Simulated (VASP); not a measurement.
Here is a VASP 6.6.1 calculation.

INCAR

```
SYSTEM = Hf4N
PREC     = Accurate       ! precision mode
ENCUT    = 520            ! plane-wave cutoff, eV
EDIFF    = 1E-6           ! SCF threshold, eV
ISMEAR   = 0              ! smearing method
SIGMA    = 0.1            ! smearing width, eV
LREAL    = .FALSE.        ! projectors in reciprocal space
LASPH    = .TRUE.         ! aspherical terms in the spheres
NELM     = 60             ! most SCF steps
ALGO     = Normal         ! electronic algorithm
ISIF     = 2              ! what is computed and relaxed
LWAVE    = .FALSE.        ! write WAVECAR
LCHARG   = .TRUE.         ! write CHGCAR
LDIPOL   = .TRUE.       
IDIPOL   = 3            
DIPOL    = 0.5 0.5 0.312
GGA      = PE             ! functional
IVDW     = 12             ! dispersion correction
LELF     = .TRUE.         ! ELF
LVHAR    = .TRUE.       
LVACPOTAV= .TRUE.       
NBANDS   = 56             ! bands
```

The input KPOINTS:

```
Automatic mesh
0
G
  4 6 1
  0 0 0
```

Contents of POSCAR:

```
Hf4N
1.0
    6.3423521406      0.0000000000      0.0000000000
    0.0000000000      5.0167614026      0.0000000000
    0.0000000000      0.0000000000     22.1665201410
Hf N
8 2
Direct
    0.0000000000      0.7500000000      0.1804523206
    0.5000000000      0.7500000000      0.1804523206
    0.2500000000      0.2500000000      0.2217506242
    0.7500000000      0.2500000000      0.2217506242
    0.2500000000      0.7500000000      0.2964821324
    0.7500000000      0.7500000000      0.2964821324
    0.0000000000      0.2500000000      0.3368377216
    0.5000000000      0.2500000000      0.3368377216
    0.0000000000      0.7500000000      0.4992448102
    0.0000000000      0.7500000000      0.5488691984
```

Potentials or basis: VASP PAW PBE potentials, release 64 (Hf_pv, N).

Launch:

```sh
$ cat potpaw_PBE.64/Hf_pv/POTCAR potpaw_PBE.64/N/POTCAR > POTCAR
$ mpirun -np 1 vasp_std > vasp.out
```

**Question.** Predict the band gap on the k mesh.

**Answer.** Zero (bands 45 and 46 overlap by 0.45 eV).

**Question.** What does it give for the dispersion energy per atom?

**Answer.** -0.208 eV.

**Question.** Estimate the largest force.

**Answer.** 2.192 eV/Å.

Forces on the atoms (eV/Å):
```
Hf   0.000  0.000  0.135
Hf   0.000  0.000  0.147
Hf   0.009  0.000 -0.079
Hf  -0.009  0.000 -0.079
Hf  -0.005  0.000 -0.026
Hf   0.005  0.000 -0.026
Hf   0.000  0.000 -0.029
Hf   0.000  0.000 -0.060
N    0.000  0.000 -2.174
N    0.000  0.000  2.192
```

Caveat: the standard files for N, O and F lose accuracy on very short bonds; spin-orbit coupling is left out, which moves the levels of the heavy elements.
